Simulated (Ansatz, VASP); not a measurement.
This is a calculation of As for VASP 6.6.1.

INCAR

```
SYSTEM = As
PREC = Accurate
ENCUT = 520
EDIFF = 1E-7
ISMEAR = -1
SIGMA = 0.05
LREAL = .False.
LASPH = .True.
NELM = 100
ALGO = Normal
ISIF = 2
LWAVE = .False.
LCHARG = .False.
GGA = PE
NBANDS = 18
```

File KPOINTS:

```
Automatic mesh
0
Gamma
  8 8 6
  0 0 0
```

File POSCAR:

```
As
1.0
    1.8250000000     -5.5000000000      0.0000000000
    1.8250000000      5.5000000000      0.0000000000
    0.0000000000      0.0000000000      4.4700000000
As
4
Direct
    0.3900000000      0.6100000000      0.5600000000
    0.8900000000      0.1100000000      0.9400000000
    0.6100000000      0.3900000000      0.4400000000
    0.1100000000      0.8900000000      0.0600000000
```

Potentials or basis: VASP PAW PBE potentials, release 64 (As).

Run with:

```console
$ cat potpaw_PBE.64/As/POTCAR > POTCAR
$ mpirun -np 1 vasp_std > vasp.out
```

Question: Translate it to Ansatz 0.2.0. Potentials there: Ansatz PAW.

Answer: As run (the cutoff follows the program's own potentials):

input.yaml

```yaml
crystal:
  lattice:
    - [1.825, -5.5, 0.0]
    - [1.825, 5.5, 0.0]
    - [0.0, 0.0, 4.47]
  atoms:
    - { symbol: As, position: [0.39, 0.61, 0.56] }
    - { symbol: As, position: [0.89, 0.11, 0.94] }
    - { symbol: As, position: [0.61, 0.39, 0.44] }
    - { symbol: As, position: [0.11, 0.89, 0.06] }
hamiltonian:
  xc: pbe
  pseudopotentials: { kind: paw }
kpoints:
  mp_grid: { grid: [8, 8, 6] }
scf:
  occupations: { method: fermi_dirac, width: 0.05 }
output:
  forces: true
  stress: true
  eigenvalues: true
```

Potentials or basis: Ansatz PAW.

The run is started by

```bash
$ ansatz run input.yaml --threads 2 --pin off --max-ram 5120MiB --backend cpu --events-out ev --progress --plain --runs-dir out
```

Both were run:

|  | VASP | Ansatz | Ansatz less VASP |
| --- | --- | --- | --- |
| gap on the k mesh at the Fermi level (eV) | 0.06 | 0.08 | +0.012 |
| least direct gap on the mesh (eV) | 0.14 | 0.15 | +0.010 |
| pressure (GPa) | 3.3 | 3.0 | -0.32 |
| traceless stress, the component that is largest in VASP (GPa) | 0.91 | 0.94 | +0.030 |
| rms of the force components (eV/Å) | 0.096 | 0.074 | -0.0222 |

Atom by atom the forces differ by 0.037 eV/Å (rms over components). VASP's potentials hold 20 valence electrons a cell and Ansatz's 60, so a difference there can come from the potentials and not from the codes.
